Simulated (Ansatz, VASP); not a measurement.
**One calculation of BeRu, two programs**

```xyz
2
Lattice="2.5323 0.0000 0.0000 -1.2661 2.1930 0.0000 0.0000 0.0000 3.8455" Properties=species:S:1:pos:R:3 pbc="T T T"
Be    0.0000    0.0000    1.9227
Ru    1.2661    0.7310    0.0000
```

Change from the starting cell: volume scaled by 1.04.

Alike in both runs: task single point; functional PBE; k mesh 12 × 12 × 7; occupations fermi-dirac, width 0.05 eV; no spin polarisation.

|  | VASP | Ansatz |
| --- | --- | --- |
| version | VASP 6.6.1 | Ansatz 0.2.0 |
| potentials or method | VASP PAW PBE potentials, release 64 (Be, Ru_pv), cutoff 520 eV | all-electron LAPW, scalar-relativistic |

VASP gave:

| Item | Value |
| --- | --- |
| gap on the k mesh at the Fermi level (eV) | none |
| pressure (GPa) | 23.6 |
| traceless stress, the component that is largest in VASP (GPa) | -22.99 |

Problem. Estimate Ansatz's values.

Solution. gap on the k mesh at the Fermi level (eV): none; pressure (GPa): 23.4; traceless stress, the component that is largest in VASP (GPa): -22.92.

A gap of «none» marks a metal or a gap that the smearing closes. Ansatz ran all-electron here, and VASP with PAW potentials.
